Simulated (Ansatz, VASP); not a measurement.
Zr4Si3 in VASP and in Ansatz

```xyz
7
Lattice="6.4916 -1.9314 0.0144 6.4916 1.9314 0.0144 -3.2443 0.0000 5.7505" Properties=species:S:1:pos:R:3 pbc="T T T"
Zr   -0.9041    0.0000    4.4178
Zr    7.0132    0.0000    1.8134
Zr   10.6431    0.0000    1.3615
Zr    2.7258    0.0000    3.9659
Si    7.3971    0.0000    4.4606
Si    2.3419    0.0000    1.3187
Si    0.0000    0.0000    0.0000
```

Alike in both runs: functional PBE; k mesh 8 × 8 × 6; occupations gaussian, width 0.1 eV; no spin polarisation.

Ansatz relaxed the structure, and its values are those at the end. VASP's run is a single point on that final structure, the one shown.

|  | VASP | Ansatz |
| --- | --- | --- |
| version | VASP 6.6.1 | Ansatz 0.2.0 |
| potentials or method | VASP PAW PBE potentials, release 64 (Zr_sv, Si), cutoff 520 eV | scalar-relativistic, plane waves, PAW |
| valence electrons in the cell | 60 | 60 |

```csv
,VASP,Ansatz,Ansatz less VASP
gap on the k mesh at the Fermi level (eV),none,none,-
pressure (GPa),0.0,0.0,-0.04
```

A gap of «none» marks a metal or a gap that the smearing closes.
